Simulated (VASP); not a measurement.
# TiSi16 (a cell with a defect) in VASP: a series of runs

TiSi16 (a cell with a defect) is run at these levels: PBE; tasks: single point.

All numbers are computed with VASP 6.6.1; they aren't measurements. Logs are shortened: lines on timing, memory, paths and dates and some standing lists are left out, and cuts for length are marked.

### Step 1. The cell of the first run

The cell holds a defect, 17 atoms: a = 7.679 Å, b = 7.679 Å, c = 7.679 Å, α = 60.00°, β = 60.00°, γ = 60.00°.

### Step 2. Single point, PBE

Input file INCAR:

```
SYSTEM = TiSi16
  ALGO = Normal
  EDIFF = 1E-6
  ENCUT = 520
  GGA = PE
  ISIF = 2
  ISMEAR = 0
  LASPH = .True.
  LCHARG = .True.
  LELF = .True.
  LREAL = Auto
  LVHAR = .True.
  LWAVE = .False.
  NBANDS = 52
  NELM = 80
  PREC = Accurate
  SIGMA = 0.02
```

Input file KPOINTS:

```
k-points
0
Gamma
  2 2 2
  0 0 0
```

Input file POSCAR:

```
TiSi16
1.0
    0.0000000000      5.4300000000      5.4300000000
    5.4300000000      0.0000000000      5.4300000000
    5.4300000000      5.4300000000      0.0000000000
Si Ti
16 1
Direct
   -0.0000189223      0.0008491005      0.0004549201
    0.1249544268      0.1249858857      0.1252760634
   -0.0063798527     -0.0018026565      0.5101071316
    0.1235257073      0.1341708433      0.6266377544
   -0.0000118810      0.4987357904      0.0004159572
    0.1201203773      0.6294446615      0.1208513344
   -0.0025677473      0.5054547786      0.4917386233
    0.1233706889      0.6158964703      0.6266606765
    0.5097856741     -0.0017632197     -0.0061748252
    0.6261649477      0.1342448323      0.1239223814
    0.5009686891      0.0160725959      0.5014098926
    0.6317280400      0.1184968142      0.6319008063
    0.4910428771      0.5055168979     -0.0020092775
    0.6262215674      0.6158898370      0.1237281082
    0.5008252206      0.4820055067      0.5012036486
    0.6230809252      0.6267796892      0.6236309088
    0.3784286617      0.8715334726      0.3787474960
```

Potentials or basis: VASP PAW PBE potentials, release 64 (Si, Ti_sv).

Command:

```console
$ cat potpaw_PBE.64/Si/POTCAR potpaw_PBE.64/Ti_sv/POTCAR > POTCAR
$ mpirun -np 1 vasp_std > vasp.out
```

OUTCAR:

```text
SYSTEM = TiSi16
   EDIFF = 1E-6
   ENCUT = 520
   GGA = PE
   ISIF = 2
   ISMEAR = 0
   LASPH = .True.
   LREAL = Auto
   NELM = 80
   PREC = Accurate

 ion  position               nearest neighbor table
   1  1.000  0.001  0.000-   6 2.33   2 2.34   4 2.34  10 2.34
   2  0.125  0.125  0.125-   5 2.34   1 2.34   3 2.41   9 2.41  17 2.75
   3  0.994  0.998  0.510-  12 2.27   8 2.40   4 2.40  17 2.41   2 2.41
   4  0.124  0.134  0.627-   7 2.33   1 2.34  11 2.37   3 2.40  17 2.77
   5  1.000  0.499  0.000-   6 2.33   2 2.34   8 2.34  14 2.34
   6  0.120  0.629  0.121-   7 2.33  13 2.33   5 2.33   1 2.33
   7  0.997  0.505  0.492-   6 2.33   4 2.33   8 2.33  16 2.35
   8  0.123  0.616  0.627-   7 2.33   5 2.34  15 2.37   3 2.40  17 2.77
   9  0.510  0.998  0.994-  12 2.27  14 2.40  10 2.40   2 2.41  17 2.41
  10  0.626  0.134  0.124-  13 2.33   1 2.34  11 2.37   9 2.40  17 2.77
  11  0.501  0.016  0.501-  12 2.28   4 2.37  10 2.37  16 2.44  17 2.45
  12  0.632  0.118  0.632-   3 2.27   9 2.27  15 2.28  11 2.28
  13  0.491  0.506  0.998-   6 2.33  10 2.33  14 2.33  16 2.35
  14  0.626  0.616  0.124-  13 2.33   5 2.34  15 2.37   9 2.40  17 2.77
  15  0.501  0.482  0.501-  12 2.28   8 2.37  14 2.37  16 2.44  17 2.44
  16  0.623  0.627  0.624-   7 2.35  13 2.35  11 2.44  15 2.44  17 2.66
  17  0.378  0.872  0.379-   3 2.41   9 2.41  15 2.44  11 2.45  16 2.66   2 2.75  10 2.77   4 2.77
                            14 2.77   8 2.77

  LATTYP: Found a face centered cubic cell.
 ALAT       =    10.8600000000

  Lattice vectors:

 A1 = (   0.0000000000,   5.4300000000,   5.4300000000)
 A2 = (   5.4300000000,   0.0000000000,   5.4300000000)
 A3 = (   5.4300000000,   5.4300000000,   0.0000000000)

Analysis of symmetry for initial positions (statically):
=====================================================================
 Subroutine PRICEL returns:
 Original cell was already a primitive cell.

 Routine SETGRP: Setting up the symmetry group for a
 face centered cubic supercell.

 Subroutine GETGRP returns: Found  1 space group operations
 (whereof  1 operations were pure point group operations)
 out of a pool of 48 trial point group operations.

The static configuration has the point symmetry C_1 .

Analysis of symmetry for dynamics (positions and initial velocities):
=====================================================================
 Subroutine PRICEL returns:
 Original cell was already a primitive cell.

 Routine SETGRP: Setting up the symmetry group for a
 face centered cubic supercell.

 Subroutine GETGRP returns: Found  1 space group operations
 (whereof  1 operations were pure point group operations)
 out of a pool of 48 trial point group operations.

The dynamic configuration has the point symmetry C_1 .

 Subroutine INISYM returns: Found  1 space group operations
 (whereof  1 operations are pure point group operations),
 and found     1 'primitive' translations

----------------------------------------------------------------------------------------

                                     Primitive cell

  volume of cell :     320.2060

  direct lattice vectors                    reciprocal lattice vectors
     0.000000000  5.430000000  5.430000000    -0.092081031  0.092081031  0.092081031
     5.430000000  0.000000000  5.430000000     0.092081031 -0.092081031  0.092081031
     5.430000000  5.430000000  0.000000000     0.092081031  0.092081031 -0.092081031

  length of vectors
     7.679179644  7.679179644  7.679179644     0.159489025  0.159489025  0.159489025

  position of ions in fractional coordinates (direct lattice)
     0.999981078  0.000849100  0.000454920
     0.124954427  0.124985886  0.125276063
     0.993620147  0.998197344  0.510107132
     0.123525707  0.134170843  0.626637754
     0.999988119  0.498735790  0.000415957
     0.120120377  0.629444662  0.120851334
[... 9 lines left out ...]
     0.623080925  0.626779689  0.623630909
     0.378428662  0.871533473  0.378747496

  ion indices of the primitive-cell ions
   primitive index   ion index
                 1           1
                 2           2
                 3           3
                 4           4
                 5           5
                 6           6
[... 9 lines left out ...]
                16          16
                17          17

----------------------------------------------------------------------------------------

 KPOINTS: k-points

Automatic generation of k-mesh.
 Grid dimensions read from file:
 generate k-points for:    2    2    2

 Generating k-lattice:

  Cartesian coordinates                     Fractional coordinates (reciprocal lattice)
    -0.046040516  0.046040516  0.046040516     0.500000000  0.000000000  0.000000000
     0.046040516 -0.046040516  0.046040516     0.000000000  0.500000000  0.000000000
     0.046040516  0.046040516 -0.046040516     0.000000000  0.000000000  0.500000000

  Length of vectors
     0.079744512  0.079744512  0.079744512

  Shift w.r.t. Gamma in fractional coordinates (k-lattice)
     0.000000000  0.000000000  0.000000000

 Subroutine IBZKPT returns following result:
 ===========================================

 Found      8 irreducible k-points:

 Following reciprocal coordinates:
            Coordinates               Weight
  0.000000  0.000000  0.000000      1.000000
  0.500000  0.000000  0.000000      1.000000
  0.000000  0.500000  0.000000      1.000000
  0.000000  0.000000  0.500000      1.000000
  0.500000  0.500000  0.500000      1.000000
  0.500000  0.500000  0.000000      1.000000
  0.000000  0.500000  0.500000      1.000000
  0.500000  0.000000  0.500000      1.000000
   k-points           NKPTS =      8   k-points in BZ     NKDIM =      8   number of bands    NBANDS=     52
   number of dos      NEDOS =    301   number of ions     NIONS =     17
   total plane-waves  NPLWV = 216000
   dimension x,y,z NGX =    60 NGY =   60 NGZ =   60
   dimension x,y,z NGXF=   120 NGYF=  120 NGZF=  120
   ions per type =              16   1
   NGX,Y,Z   is equivalent  to a cutoff of  12.99, 12.99, 12.99 a.u.
   NGXF,Y,Z  is equivalent  to a cutoff of  25.98, 25.98, 25.98 a.u.
 SYSTEM =  TiSi16
   PREC   = accura    normal or accurate (medium, high low for compatibility)
   ISTART =      0    job   : 0-new  1-cont  2-samecut
   ICHARG =      2    charge: 1-file 2-atom 10-const
   ISPIN  =      1    spin polarized calculation?
   LNONCOLLINEAR =      F non collinear calculations
   LSORBIT =      F    spin-orbit coupling
   LASPH  =      T    aspherical Exc in radial PAW
   ENCUT  =  520.0 eV  38.22 Ry    6.18 a.u.  14.28 14.28 14.28*2*pi/ulx,y,z
   NELM   =     80;   NELMIN=  2; NELMDL= -5     # of ELM steps
   EDIFF  = 0.1E-05   stopping-criterion for ELM
   LREAL  =      T    real-space projection
   EDIFFG = 0.1E-04   stopping-criterion for IOM
   NSW    =      0    number of steps for IOM
   IBRION =     -1    ionic relax: 0-MD 1-quasi-New 2-CG
   NFREE  =      0    steps in history (QN), initial steepest desc. (CG)
   ISIF   =      2    stress and relaxation
   ISYM   =      2    0-nonsym 1-usesym 2-fastsym
   POTIM  = 0.5000    time-step for ionic-motion
   TEBEG  =    0.0;   TEEND  =   0.0 temperature during run
   PSTRESS=    0.0 pullay stress
   NELECT =      76.0000    total number of electrons
   NUPDOWN=      -1.0000    fix difference up-down
   EMIN   =  10.00;   EMAX   =-10.00  energy-range for DOS
   EFERMI =   0.00;   METHOD = LEGACY
   ISMEAR =     0;   SIGMA  =   0.02  broadening in eV -4-tet -1-fermi 0-gaus
   EFERMI_NEDOS =   21; number of points for ismear=-14 and -15
   IALGO  =     38    algorithm
   IMIX   =      4    mixing-type and parameters
     AMIX     =   0.40;   BMIX     =  1.00
     AMIX_MAG =   1.60;   BMIX_MAG =  1.00
  volume/ion in A,a.u.               =      18.84       127.11
  Fermi-wavevector in a.u.,A,eV,Ry     =   1.013607  1.915439 13.978610  1.027399
  Thomas-Fermi vector in A             =   2.146786
   LORBIT       =      0    0 simple, 1 ext, 2 COOP (PROOUT), +10 PAW based schemes
   GGA     = PE    functional components
   LHFCALC =     F    Hartree Fock is set to
   AEXX    =    0.0000 exact exchange contribution
   IVDW    =     0    specifies the selected vdW correction
   LEPSILON=     F    determine dielectric tensor
   LRPA    =     F    only Hartree local field effects (RPA)
 non-spin polarized calculation
 Gauss-broadening in eV      SIGMA  =   0.02
  energy-cutoff  :      520.00
  volume of cell :      320.21
 maximum number of plane-waves:      8646
 NGX is ok and might be reduce to    60
   NGX = 29   NGY = 29   NGZ = 29

 number of electron      76.0000003 magnetization

 Free energy of the ion-electron system (eV)
  ---------------------------------------------------
  ext. energy  EPLUGINS =         0.00000000
  ---------------------------------------------------
  free energy    TOTEN  =       -92.20716339 eV

  energy without entropy =      -92.20496180  energy(sigma->0) =      -92.20606260

 E-fermi :   6.9313     XC(G=0):  -9.7488

 val. band max:        6.9195520292   @ k =   0.5000   0.0000   0.5000
 cond. band min:       6.9422844453   @ k =   0.0000   0.0000   0.0000
 fundamental gap:      0.0227324161
 Fermi energy:         6.9312843449

 k-point     1 :       0.0000    0.0000    0.0000
  band No.  band energies     occupation
      1     -49.8303      2.00000
      2     -26.2307      2.00000
      3     -26.1917      2.00000
      4     -26.1886      2.00000
      5      -5.7159      2.00000
      6      -3.5013      2.00000
[... 42 lines left out ...]
     49       8.2041      0.00000
     50       8.4533      0.00000

 k-point     2 :       0.5000    0.0000    0.0000
  band No.  band energies     occupation
      1     -49.8303      2.00000
      2     -26.2307      2.00000
      3     -26.1917      2.00000
      4     -26.1886      2.00000
      5      -4.9995      2.00000
      6      -4.8061      2.00000
[... 310 lines left out ...]
 k-point     8 :       0.5000    0.0000    0.5000
  band No.  band energies     occupation
      1     -49.8303      2.00000
      2     -26.2307      2.00000
      3     -26.1917      2.00000
      4     -26.1886      2.00000
      5      -4.6499      2.00000
      6      -4.6359      2.00000
[... 42 lines left out ...]
     49       9.8963      0.00000
     50      10.5979      0.00000
 [bands above 50 left out]

------------------------ aborting loop because EDIFF is reached ----------------------------------------

  FORCE on cell =-STRESS in cart. coord.  units (eV):
  Direction    XX          YY          ZZ          XY          YZ          ZX
  --------------------------------------------------------------------------------------
  -------------------------------------------------------------------------------------
  Total        7.9356755      8.7068089      7.9362265     -0.0159383     -0.0066513      0.1549411
  in kB       39.7068100     43.5652397     39.7095671     -0.0797488     -0.0332802      0.7752605
  external PRESSURE =      40.9938723 kB  Pullay stress =       0.0000000 kB

 VOLUME and BASIS-vectors are now :
 -----------------------------------------------------------------------------
  energy-cutoff  :      520.00
  volume of cell :      320.21
      direct lattice vectors                 reciprocal lattice vectors
     0.000000000  5.430000000  5.430000000    -0.092081031  0.092081031  0.092081031
     5.430000000  0.000000000  5.430000000     0.092081031 -0.092081031  0.092081031
     5.430000000  5.430000000  0.000000000     0.092081031  0.092081031 -0.092081031

 POSITION                                       TOTAL-FORCE (eV/Angst)
 -----------------------------------------------------------------------------------
      0.00708      5.43237      5.43451        -0.005292      0.007469     -0.006318
      1.35892      1.35875      1.35718        -0.008090      0.003578     -0.005602
      8.19009      8.16524     10.81557         0.008131     -0.015369     -0.005355
      4.13119      4.07339      1.39929         0.001624      0.004219     -0.004074
      2.71039      5.43219      8.13807         0.009211      0.002337      0.007439
      4.07411      1.30848      4.07014         0.004211     -0.006576      0.007254
[... 9 lines left out ...]
      6.78973      6.76965      6.78674        -0.000153      0.004438     -0.000902
      6.78903      4.11147      6.78729        -0.000756     -0.011067      0.004871
 -----------------------------------------------------------------------------------
    total drift:                               -0.004978     -0.003774     -0.000087

  FREE ENERGIE OF THE ION-ELECTRON SYSTEM (eV)
  ---------------------------------------------------
  free  energy   TOTEN  =       -92.2071633919 eV

  energy  without entropy=      -92.2049618050  energy(sigma->0) =      -92.20606260
```

Wall time 3.5 min (1 thread of Intel Xeon Platinum 8488C (Sapphire Rapids), shared host); peak memory 0.5 GiB.

What came out:

| Property | Result |
| --- | --- |
| Free energy | -92.2072 eV |
| Pressure | 4.1 GPa |
| Largest force | 0.018 eV/Å |
| Band gap on the k mesh | zero (band 38 reaches 6.98 eV, above the bottom of band 39 at 6.60 eV) |

Forces on the atoms (eV/Å):
```
Si  -0.005  0.007 -0.006
Si  -0.008  0.004 -0.006
Si   0.008 -0.015 -0.005
Si   0.002  0.004 -0.004
Si   0.009  0.002  0.007
Si   0.004 -0.007  0.007
Si  -0.006 -0.004  0.007
Si  -0.001  0.001  0.000
Si  -0.001 -0.010  0.005
Si  -0.006  0.003  0.001
Si   0.003  0.006  0.004
Si  -0.003  0.010 -0.006
Si   0.007 -0.003 -0.006
Si   0.001  0.000  0.001
Si  -0.003  0.008 -0.003
Si   0.000  0.004 -0.001
Ti  -0.001 -0.011  0.005
```

Levels at points of the mesh, in eV from the Fermi level:
```tsv
k point	band 36	band 37	band 38	band 39	band 40	band 41
(0.00, 0.00, 0.00)	-0.97	-0.47	-0.42	-0.33	-0.20	0.01
(0.50, 0.00, 0.00)	-1.36	-0.29	-0.09	0.13	0.43	0.50
(0.00, 0.50, 0.00)	-1.36	-0.23	0.05	0.07	0.44	0.46
(0.00, 0.00, 0.50)	-1.36	-0.29	-0.09	0.13	0.43	0.50
(0.50, 0.50, 0.50)	-1.36	-0.23	0.05	0.07	0.44	0.46
(0.50, 0.50, 0.00)	-1.86	-0.66	-0.03	0.55	0.60	1.11
(0.00, 0.50, 0.50)	-1.86	-0.66	-0.03	0.55	0.60	1.11
(0.50, 0.00, 0.50)	-1.93	-0.72	-0.01	0.58	0.71	1.09
```

Caveat: the k points lie up to 0.50 Å⁻¹ apart.

### Step 3. Single point, PBE

Input file INCAR:

```
PREC     = Accurate       # precision mode
ENCUT    = 520            # plane-wave cutoff, eV
EDIFF    = 1E-6           # SCF threshold, eV
ISMEAR   = 0              # smearing method
SIGMA    = 0.02           # smearing width, eV
LREAL    = Auto         
LASPH    = T              # aspherical terms in the spheres
NELM     = 100            # most SCF steps
ALGO     = Normal         # electronic algorithm
ISIF     = 2              # what is computed and relaxed
LWAVE    = F              # write WAVECAR
LCHARG   = T              # write CHGCAR
GGA      = PE             # functional
LELF     = T              # ELF
LVHAR    = T            
NBANDS   = 52             # bands
```

Input file KPOINTS:

```
regular mesh
0
Gamma
  2 2 2
```

Input file POSCAR:

```
TiSi16
1.0
    0.0000000000      5.4300000000      5.4300000000
    5.4300000000      0.0000000000      5.4300000000
    5.4300000000      5.4300000000      0.0000000000
Si Ti
16 1
Direct
   -0.0015712807     -0.0019170624     -0.0021593071
    0.1192113479      0.1188404357      0.1198532028
   -0.0029417426     -0.0033790665      0.5012736525
    0.1215961658      0.1213516728      0.6358988844
   -0.0027498861      0.5006993937     -0.0025133229
    0.1218418741      0.6360079960      0.1216873474
   -0.0015970697      0.5033483868      0.5034248198
    0.1306901680      0.6232268541      0.6239711835
    0.5010591813     -0.0031524757     -0.0025075666
    0.6363131105      0.1215062763      0.1215819449
    0.5036297372     -0.0020050516      0.5033286810
    0.6236114797      0.1301871648      0.6239482385
    0.5036992065      0.5033259531     -0.0017425974
    0.6237343630      0.6233501629      0.1308759724
    0.5012717344      0.5007810273      0.5014706770
    0.6248269088      0.6244255921      0.6247481642
    0.2493459620      1.2490867505      0.2491617256
```

Potentials or basis: VASP PAW PBE potentials, release 64 (Si, Ti_sv).

Command:

```console
$ cat potpaw_PBE.64/Si/POTCAR potpaw_PBE.64/Ti_sv/POTCAR > POTCAR
$ mpirun -np 1 vasp_std > vasp.out
```

Wall time 3.2 min (1 thread of Intel Xeon Platinum 8488C (Sapphire Rapids), shared host); peak memory 0.5 GiB.

The run converged. Its results:

* Free energy: -92.2034 eV
* Pressure: 4.0 GPa
* Largest force: 0.022 eV/Å
* Band gap on the k mesh: zero (band 38 reaches 6.97 eV, above the bottom of band 39 at 6.56 eV)

Forces on the atoms (eV/Å):
```
Si   0.002  0.001 -0.003
Si   0.002  0.003  0.006
Si   0.001  0.001 -0.001
Si   0.005  0.004  0.008
Si   0.001 -0.002 -0.002
Si   0.006  0.004  0.008
Si  -0.003 -0.006 -0.008
Si   0.002  0.001  0.002
Si  -0.004  0.001 -0.003
Si   0.004  0.006  0.009
Si  -0.004 -0.001 -0.008
Si   0.000  0.002  0.002
Si  -0.002 -0.004 -0.006
Si   0.003  0.002  0.004
Si  -0.001 -0.001 -0.002
Si   0.001  0.000  0.005
Ti  -0.014 -0.012 -0.012
```

Stress tensor (GPa, compression positive):
```
4.03 0.06 0.06
0.06 4.03 0.05
0.06 0.05 4.01
```

Levels at points of the mesh, in eV from the Fermi level:
| k point | band 34 | band 35 | band 36 | band 37 | band 38 | band 39 | band 40 | band 41 |
| --- | --- | --- | --- | --- | --- | --- | --- | --- |
| (0.00, 0.00, 0.00) | -0.99 | -0.98 | -0.98 | -0.42 | -0.42 | -0.37 | -0.10 | -0.09 |
| (0.50, 0.00, 0.00) | -1.97 | -1.37 | -1.36 | -0.28 | 0.01 | 0.05 | 0.45 | 0.45 |
| (0.00, 0.50, 0.00) | -1.97 | -1.37 | -1.36 | -0.28 | 0.01 | 0.05 | 0.45 | 0.45 |
| (0.00, 0.00, 0.50) | -1.97 | -1.37 | -1.36 | -0.28 | 0.01 | 0.05 | 0.45 | 0.45 |
| (0.50, 0.50, 0.50) | -1.97 | -1.36 | -1.36 | -0.26 | 0.05 | 0.05 | 0.44 | 0.44 |
| (0.50, 0.50, 0.00) | -2.00 | -2.00 | -1.87 | -0.70 | -0.04 | 0.56 | 0.58 | 1.11 |
| (0.00, 0.50, 0.50) | -2.00 | -2.00 | -1.88 | -0.70 | -0.04 | 0.56 | 0.59 | 1.11 |
| (0.50, 0.00, 0.50) | -2.00 | -2.00 | -1.88 | -0.70 | -0.04 | 0.56 | 0.59 | 1.11 |

Caveat: the k points lie up to 0.50 Å⁻¹ apart.
